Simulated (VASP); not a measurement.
# Si2Mo (I4/mmm) in VASP: notebook, part 3 of 3

VASP 6.6.1. Earlier steps stand in the parts before.

**6. Single point, r2SCAN+D3(BJ)**

Input file POSCAR:

```
Si2Mo
1.0
   -1.5892614214      1.5892614214      3.9041200105
    1.5892614214     -1.5892614214      3.9041200105
    1.5892614214      1.5892614214     -3.9041200105
Mo Si
1 2
Direct
    0.0000000000      0.0000000000      0.0000000000
    0.6670000000      0.6670000000      0.0000000000
    0.3330000000      0.3330000000      0.0000000000
```

Input file INCAR.step1:

```
SYSTEM = Si2Mo
PREC = Accurate ; ENCUT = 520
ISMEAR = -1 ; SIGMA = 0.05
LREAL = .False. ; LASPH = .True.
NELM = 100 ; NBANDS = 18
GGA = PE ; ALGO = Normal
EDIFF = 1E-4 ; LWAVE = .True.
LCHARG = .False.
```

Input file INCAR.step2:

```
SYSTEM = Si2Mo
PREC = Accurate ; ENCUT = 520
EDIFF = 1E-6 ; ISMEAR = -1
SIGMA = 0.05 ; LREAL = .False.
LASPH = .True. ; NELM = 100
ALGO = Normal ; ISIF = 2
LWAVE = .False. ; LCHARG = .False.
METAGGA = R2SCAN ; LMIXTAU = .True.
IVDW = 12 ; VDW_S6 = 1.0
VDW_S8 = 0.78981345 ; VDW_A1 = 0.49484001
VDW_A2 = 5.73083694 ; NBANDS = 18
ISTART = 1
```

Input file KPOINTS:

```
Automatic mesh
0
Gamma
  12 12 12
  0 0 0
```

Potentials or basis: VASP PAW PBE potentials, release 64 (Mo_sv, Si).

Started as:

```bash
$ cat potpaw_PBE.64/Mo_sv/POTCAR potpaw_PBE.64/Si/POTCAR > POTCAR
$ cp INCAR.step1 INCAR
$ mpirun -np 1 vasp_std > vasp.out
$ cp INCAR.step2 INCAR
$ mpirun -np 1 vasp_std > vasp.out
```

Wall time 3.6 min (1 thread of Intel Xeon 6975P-C (Granite Rapids), shared host); peak memory 0.29 GiB.

Results (log left out):

| Item | Value |
| --- | --- |
| Free energy | -45.8349 eV |
| Pressure | 0.2 GPa |
| Largest force | 0.312 eV/Å |
| Band gap on the k mesh | zero (band 11 reaches 13.10 eV, above the bottom of band 12 at 11.97 eV) |
| Dispersion energy per atom | -0.278 eV |

Forces in eV/Å, atoms in the order of the input:
```
Mo   0.000  0.000  0.000
Si   0.000  0.000 -0.312
Si   0.000  0.000  0.312
```

Stress tensor (GPa, compression positive):
```
 0.84  0.00  0.00
 0.00  0.84  0.00
 0.00  0.00 -1.18
```

Levels at points of the mesh, in eV from the Fermi level:
```csv
k point,band 7,band 8,band 9,band 10,band 11,band 12,band 13,band 14,band 15,band 16
"(0.00, 0.00, 0.00)",-3.55,-3.18,-2.90,-2.90,0.42,3.22,3.51,3.87,3.87,4.47
"(0.50, 0.00, 0.00)",-5.26,-4.87,-2.79,-2.75,-0.59,2.59,3.22,4.54,4.54,5.83
"(0.50, 0.50, 0.00)",-6.19,-5.45,-4.85,-3.36,-1.31,2.67,3.07,3.32,3.51,5.05
"(0.50, 0.50, 0.50)",-3.73,-2.44,-0.64,-0.64,-0.61,-0.61,0.56,5.04,6.03,6.35
```

Caveat: the PAW data sets were made with another functional, which shifts forces and pressure a little; pairwise dispersion overbinds metals, which lowers pressure and volume.

**7. Overview**

```tsv
level	potentials or basis	cell	gap on the mesh (eV)	pressure (GPa)	largest force (eV/Å)
PBE+D3(BJ)	VASP PAW PBE potentials, release 64 (Mo_sv, Si)	a = 4.500 Å, angles 138.6, 138.6, 59.9°, 3 atoms	none	0.2	-
LDA	VASP PAW LDA potentials, release 64 (Mo_sv, Si)	a = 4.505 Å, angles 138.7, 138.7, 59.9°, 3 atoms	none	-1.2	0.33
r2SCAN+D3(BJ)	VASP PAW PBE potentials, release 64 (Mo_sv, Si)	a = 4.443 Å, angles 138.7, 138.7, 59.9°, 3 atoms	none	10.8	0.23
r2SCAN+D3(BJ)	VASP PAW PBE potentials, release 64 (Mo_sv, Si)	a = 4.474 Å, angles 138.7, 138.7, 59.9°, 3 atoms	none	5.2	0.27
r2SCAN+D3(BJ)	VASP PAW PBE potentials, release 64 (Mo_sv, Si)	a = 4.505 Å, angles 138.7, 138.7, 59.9°, 3 atoms	none	0.2	0.31
```

Alike in all rows: task single point; no spin polarisation; k mesh 12 × 12 × 12; cutoff (eV) 520; smearing fermi-dirac 0.05 eV.

Caveats: pairwise dispersion overbinds metals, which lowers pressure and volume (some runs); the PAW data sets were made with another functional, which shifts forces and pressure a little (some runs).

Total energies depend on the potentials used, so only differences within one code and one set of settings carry meaning.
